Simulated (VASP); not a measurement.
# YMn2 (Fd-3m) in VASP: notebook

Runs on YMn2. Level: PBE. Tasks: single point, relaxation of cell and atoms.

All numbers are computed with VASP 6.6.1; they aren't measurements. Logs are shortened: lines on timing, memory, paths and dates and some standing lists are left out, and cuts for length are marked.

**1. The cell of the first run**

It takes space group Fd-3m (No. 227, cubic). The conventional cell has a = 7.226 Å, b = 7.226 Å, c = 7.226 Å, α = 90.00°, β = 90.00°, γ = 90.00°. Mn (site symmetry -3m) has 6 Mn at 2.55 Å and 6 Y at 3.00 Å within 3.4 Å. Within 3.9 Å of Y (site symmetry -43m) lie 12 Mn at 3.00 Å and 4 Y at 3.13 Å.

**2. Single point, PBE**

INCAR

```
  PREC = Accurate
  ENCUT = 520
  EDIFF = 1E-6
  ISMEAR = -1
  SIGMA = 0.1
  LREAL = F
  LASPH = T
  NELM = 80
  ALGO = Normal
  ISIF = 2
  LWAVE = F
  LCHARG = F
  GGA = PE
  NBANDS = 46
```

KPOINTS

```
Automatic mesh
0
Gamma
  4 4 4
```

POSCAR

```
YMn2
1.0
    0.0000000000      3.6131380179      3.6131380179
    3.6131380179      0.0000000000      3.6131380179
    3.6131380179      3.6131380179      0.0000000000
Mn Y
4 2
Direct
    0.6250000000      0.6250000000      0.6250000000
    0.1250000000      0.6250000000      0.6250000000
    0.6250000000      0.6250000000      0.1250000000
    0.6250000000      0.1250000000      0.6250000000
    0.0000000000      0.0000000000      0.0000000000
    0.2500000000      0.2500000000      0.2500000000
```

Potentials or basis: VASP PAW PBE potentials, release 64 (Mn_pv, Y_sv).

Launch:

```
> cat potpaw_PBE.64/Mn_pv/POTCAR potpaw_PBE.64/Y_sv/POTCAR > POTCAR
> mpirun -np 1 vasp_std > vasp.out
```

OUTCAR:

```text
PREC = Accurate
   ENCUT = 520
   EDIFF = 1E-6
   ISMEAR = -1
   LREAL = F
   LASPH = T
   NELM = 80
   ISIF = 2
   GGA = PE

 ion  position               nearest neighbor table
   1  0.625  0.625  0.625-   2 2.55   3 2.55   4 2.55   3 2.55   4 2.55   2 2.55   6 3.00   5 3.00
                             6 3.00   5 3.00   6 3.00   5 3.00
   2  0.125  0.625  0.625-   1 2.55   3 2.55   4 2.55   1 2.55   3 2.55   4 2.55   5 3.00   6 3.00
                             5 3.00   6 3.00   6 3.00   5 3.00
   3  0.625  0.625  0.125-   1 2.55   1 2.55   2 2.55   4 2.55   4 2.55   2 2.55   6 3.00   5 3.00
                             6 3.00   5 3.00   6 3.00   5 3.00
   4  0.625  0.125  0.625-   1 2.55   3 2.55   1 2.55   2 2.55   3 2.55   2 2.55   6 3.00   5 3.00
                             6 3.00   5 3.00   6 3.00   5 3.00
   5  0.000  0.000  0.000-   3 3.00   3 3.00   4 3.00   1 3.00   2 3.00   1 3.00   1 3.00   2 3.00
                             4 3.00   3 3.00   2 3.00   4 3.00   6 3.13   6 3.13   6 3.13   6 3.13
   6  0.250  0.250  0.250-   3 3.00   3 3.00   2 3.00   4 3.00   1 3.00   2 3.00   3 3.00   1 3.00
                             1 3.00   4 3.00   4 3.00   2 3.00   5 3.13   5 3.13   5 3.13   5 3.13

  LATTYP: Found a face centered cubic cell.
 ALAT       =     7.2262760358

  Lattice vectors:

 A1 = (   0.0000000000,   3.6131380179,   3.6131380179)
 A2 = (   3.6131380179,   0.0000000000,   3.6131380179)
 A3 = (   3.6131380179,   3.6131380179,   0.0000000000)

Analysis of symmetry for initial positions (statically):
=====================================================================
 Subroutine PRICEL returns:
 Original cell was already a primitive cell.

 Routine SETGRP: Setting up the symmetry group for a
 face centered cubic supercell.

 Subroutine GETGRP returns: Found 48 space group operations
 (whereof 24 operations were pure point group operations)
 out of a pool of 48 trial point group operations.

The static configuration has the point symmetry T_d .
 The point group associated with its full space group is O_h .

Analysis of symmetry for dynamics (positions and initial velocities):
=====================================================================
 Subroutine PRICEL returns:
 Original cell was already a primitive cell.

 Routine SETGRP: Setting up the symmetry group for a
 face centered cubic supercell.

 Subroutine GETGRP returns: Found 48 space group operations
 (whereof 24 operations were pure point group operations)
 out of a pool of 48 trial point group operations.

[... 95 lines left out ...]
   NSW    =      0    number of steps for IOM
   IBRION =     -1    ionic relax: 0-MD 1-quasi-New 2-CG
   NFREE  =      0    steps in history (QN), initial steepest desc. (CG)
   ISIF   =      2    stress and relaxation
   ISYM   =      2    0-nonsym 1-usesym 2-fastsym
   POTIM  = 0.5000    time-step for ionic-motion
   TEBEG  =    0.0;   TEEND  =   0.0 temperature during run
   PSTRESS=    0.0 pullay stress
   NELECT =      74.0000    total number of electrons
   NUPDOWN=      -1.0000    fix difference up-down
   EMIN   =  10.00;   EMAX   =-10.00  energy-range for DOS
   EFERMI =   0.00;   METHOD = LEGACY
   ISMEAR =    -1;   SIGMA  =   0.10  broadening in eV -4-tet -1-fermi 0-gaus
   EFERMI_NEDOS =   21; number of points for ismear=-14 and -15
   IALGO  =     38    algorithm
   IMIX   =      4    mixing-type and parameters
     AMIX     =   0.40;   BMIX     =  1.00
     AMIX_MAG =   1.60;   BMIX_MAG =  1.00
  volume/ion in A,a.u.               =      15.72       106.10
  Fermi-wavevector in a.u.,A,eV,Ry     =   1.509817  2.853140 31.015107  2.279546
  Thomas-Fermi vector in A             =   2.620089
   LORBIT       =      0    0 simple, 1 ext, 2 COOP (PROOUT), +10 PAW based schemes
   GGA     = PE    functional components
   LHFCALC =     F    Hartree Fock is set to
   AEXX    =    0.0000 exact exchange contribution
   IVDW    =     0    specifies the selected vdW correction
   LEPSILON=     F    determine dielectric tensor
   LRPA    =     F    only Hartree local field effects (RPA)
 non-spin polarized calculation
  energy-cutoff  :      520.00
  volume of cell :       94.34
 maximum number of plane-waves:      2637
 NGX is ok and might be reduce to    40
   NGX = 19   NGY = 19   NGZ = 19

 number of electron      74.0000055 magnetization

 Free energy of the ion-electron system (eV)
  ---------------------------------------------------
  ext. energy  EPLUGINS =         0.00000000
  ---------------------------------------------------
  free energy    TOTEN  =       -48.03966027 eV

  energy without entropy =      -47.70492190  energy(sigma->0) =      -47.87229109

 E-fermi :   6.7506     XC(G=0): -12.1656

 val. band max:        6.7223667900   @ k =   0.5000   0.2500   0.0000
 cond. band min:       6.7892488551   @ k =  -0.2500   0.5000   0.2500
 fundamental gap:      0.0668820651
 Fermi energy:         6.7505866037

 k-point     1 :       0.0000    0.0000    0.0000
  band No.  band energies     occupation
      1     -41.4029      2.00000
      2     -41.1085      2.00000
      3     -41.1085      2.00000
      4     -41.1085      2.00000
      5     -40.9883      2.00000
      6     -40.9883      2.00000
[... 381 lines left out ...]
     45       9.4266      0.00000
     46       9.4738      0.00000

------------------------ aborting loop because EDIFF is reached ----------------------------------------

  FORCE on cell =-STRESS in cart. coord.  units (eV):
  Direction    XX          YY          ZZ          XY          YZ          ZX
  --------------------------------------------------------------------------------------
  -------------------------------------------------------------------------------------
  Total       -0.1041160     -0.1041160     -0.1041160      0.0000000      0.0000000      0.0000000
  in kB       -1.7682523     -1.7682523     -1.7682523      0.0000000      0.0000000      0.0000000
  external PRESSURE =      -1.7682523 kB  Pullay stress =       0.0000000 kB

 VOLUME and BASIS-vectors are now :
 -----------------------------------------------------------------------------
  energy-cutoff  :      520.00
  volume of cell :       94.34
      direct lattice vectors                 reciprocal lattice vectors
     0.000000000  3.613138018  3.613138018    -0.138383864  0.138383864  0.138383864
     3.613138018  0.000000000  3.613138018     0.138383864 -0.138383864  0.138383864
     3.613138018  3.613138018  0.000000000     0.138383864  0.138383864 -0.138383864

 POSITION                                       TOTAL-FORCE (eV/Angst)
 -----------------------------------------------------------------------------------
      4.51642      4.51642      4.51642        -0.000000     -0.000000      0.000000
      4.51642      2.70985      2.70985        -0.000000     -0.000000      0.000000
      2.70985      2.70985      4.51642        -0.000000     -0.000000      0.000000
      2.70985      4.51642      2.70985        -0.000000     -0.000000      0.000000
      0.00000      0.00000      0.00000        -0.000000     -0.000000     -0.000000
      1.80657      1.80657      1.80657         0.000000      0.000000      0.000000
 -----------------------------------------------------------------------------------
    total drift:                                0.000000      0.000000      0.000000

  FREE ENERGIE OF THE ION-ELECTRON SYSTEM (eV)
  ---------------------------------------------------
  free  energy   TOTEN  =       -48.0396602719 eV

  energy  without entropy=      -47.7049219009  energy(sigma->0) =      -47.87229109
```

It took 84 s on 1 thread of Intel Xeon Platinum 8259CL at 2.50GHz (Skylake/Cascade Lake), shared host; peak memory 0.26 GiB.

What came out:

```
Free energy            : -48.0397 eV
Pressure               : -0.2 GPa
Band gap on the k mesh : zero (bands 37 and 38 overlap by 1.11 eV)
```

Levels at points of the mesh, in eV from the Fermi level:
```csv
k point,band 33,band 34,band 35,band 36,band 37,band 38,band 39,band 40
"(0.00, 0.00, 0.00)",0.22,0.22,0.22,0.41,0.41,0.42,0.42,0.42
"(0.50, 0.00, 0.00)",-1.21,-1.20,-0.66,-0.66,0.34,0.34,0.34,0.62
"(0.50, 0.50, 0.00)",-1.17,-1.17,-0.74,-0.74,-0.71,-0.71,0.45,0.45
```

Caveat: the k points lie up to 0.38 Å⁻¹ apart, too coarse for converged energies and pressures of a metal; the run has no spin polarisation, though such a crystal can be magnetic.

(Continued in part 2 of 2.)
